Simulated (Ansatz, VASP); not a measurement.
**LiF in VASP and in Ansatz**

Contents of INCAR:

```
SYSTEM = LiF
PREC = Accurate
ENCUT = 520
EDIFF = 1E-7
ISMEAR = 0
SIGMA = 0.05
LREAL = .FALSE.
LASPH = .TRUE.
NELM = 100
ALGO = Normal
ISIF = 2
LWAVE = .FALSE.
LCHARG = .TRUE.
GGA = PE
LELF = .TRUE.
LVHAR = .TRUE.
NBANDS = 18
```

The input KPOINTS:

```
Automatic mesh
0
G
  9 9 6
  0 0 0
```

The input POSCAR:

```
LiF
1.0
    3.0467389106      0.0000000000      0.0000000000
   -1.5233694553      2.6385532953      0.0000000000
    0.0000000000      0.0000000000      5.1599570191
Li F
2 2
Direct
    0.3333333333      0.6666666667      0.3504708074
    0.6666666667      0.3333333333      0.8504708074
    0.3333333333      0.6666666667      0.9939266766
    0.6666666667      0.3333333333      0.4939266766
```

Input for Ansatz:

```yaml
crystal:
  lattice:
    - [3.0467389106, 0.0, 0.0]
    - [-1.5233694553, 2.6385532953, 0.0]
    - [0.0, 0.0, 5.1599570191]
  atoms:
    - { symbol: Li, position: [0.3333333333, 0.6666666667, 0.3504708074] }
    - { symbol: Li, position: [0.6666666667, 0.3333333333, 0.8504708074] }
    - { symbol: F, position: [0.3333333333, 0.6666666667, 0.9939266766] }
    - { symbol: F, position: [0.6666666667, 0.3333333333, 0.4939266766] }
basis:
  ecutwfc: 520.0
kpoints:
  mp_grid: { grid: [9, 9, 6] }
hamiltonian:
  xc: pbe
scf:
  occupations: { method: gaussian, width: 0.05 }
output:
  forces: true
  stress: true
  eigenvalues: true
```

Alike in both runs: task single point; functional PBE; k mesh 9 × 9 × 6; occupations gaussian, width 0.05 eV; no spin polarisation.

|  | VASP | Ansatz |
| --- | --- | --- |
| version | VASP 6.6.1 | Ansatz 0.2.0 |
| potentials or method | VASP PAW PBE potentials, release 64 (Li_sv, F), cutoff 520 eV | scalar-relativistic, plane waves, PAW |
| valence electrons in the cell | 20 | 20 |

Ansatz gave:

- gap on the k mesh at the Fermi level (eV): 7.58
- least direct gap on the mesh (eV): 7.58
- rms of the force components (eV/Å): 0.153

Question: Estimate VASP's values.

Answer: gap on the k mesh at the Fermi level (eV): 7.57; least direct gap on the mesh (eV): 7.57; rms of the force components (eV/Å): 0.157.

Atom by atom the forces differ by 0.004 eV/Å (rms over components).

Noted on VASP's run: the cutoff is short for stress, so the pressure is rough.
